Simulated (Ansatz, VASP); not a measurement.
**AgCl in VASP and in Ansatz**

INCAR

```
SYSTEM = AgCl
PREC = Accurate
ENCUT = 520
EDIFF = 1E-8
ISMEAR = -1
SIGMA = 0.01
LREAL = .FALSE.
LASPH = .TRUE.
NELM = 80
ALGO = Normal
ISIF = 2
LWAVE = .FALSE.
LCHARG = .FALSE.
GGA = PS
LEFG = .TRUE.
NBANDS = 16
```

File KPOINTS:

```
regular mesh
0
G
  9 9 9
  0 0 0
```

Contents of POSCAR:

```
AgCl
1.0
    3.4339730000      0.0343397300      0.0343397300
    0.0343397300      3.4339730000      0.0343397300
    0.0343397300      0.0343397300      3.4339730000
Ag Cl
1 1
Direct
    0.0000000000      0.0000000000      0.0000000000
    0.5000000000      0.5000000000      0.5000000000
```

Input for Ansatz:

```yaml
crystal:
  lattice:
    - [3.433973, 0.03433973, 0.03433973]
    - [0.03433973, 3.433973, 0.03433973]
    - [0.03433973, 0.03433973, 3.433973]
  atoms:
    - { symbol: Ag, position: [0.0, 0.0, 0.0] }
    - { symbol: Cl, position: [0.5, 0.5, 0.5] }
kpoints:
  mp_grid: { grid: [9, 9, 9] }
scf:
  occupations: { method: fermi_dirac, width: 0.01 }
hamiltonian:
  xc: pbesol
  pseudopotentials: { kind: all_electron, datasets: crystal }
output:
  forces: true
  stress: true
  eigenvalues: true
  efg: { contact_densities: true }
```

Change from the starting cell: equal xy, yz and zx shear strains of +2 %, crystal datasets.

Alike in both runs: task electric field gradients; functional PBEsol; k mesh 9 × 9 × 9; occupations fermi-dirac, width 0.01 eV; no spin polarisation.

|  | VASP | Ansatz |
| --- | --- | --- |
| version | VASP 6.6.1 | Ansatz 0.2.0 |
| potentials or method | VASP PAW PBE potentials, release 64 (Ag, Cl), cutoff 520 eV | all-electron PAW with datasets made for the crystal, scalar-relativistic |

VASP gave:

| Item | Value |
| --- | --- |
| gap on the k mesh at the Fermi level (eV) | 0.39 |
| pressure (GPa) | -4.7 |
| traceless stress, the component that is largest in VASP (GPa) | 0.30 |
| size of Vzz on the site where it differs most (V/Å²) | 8.1 |

Which values does Ansatz return?

gap on the k mesh at the Fermi level (eV): 0.39; pressure (GPa): -4.6; traceless stress, the component that is largest in VASP (GPa): 0.30; size of Vzz on the site where it differs most (V/Å²): 7.3.

VASP's potentials were made for PBE, not for PBEsol. Ansatz ran all-electron here, and VASP with PAW potentials.
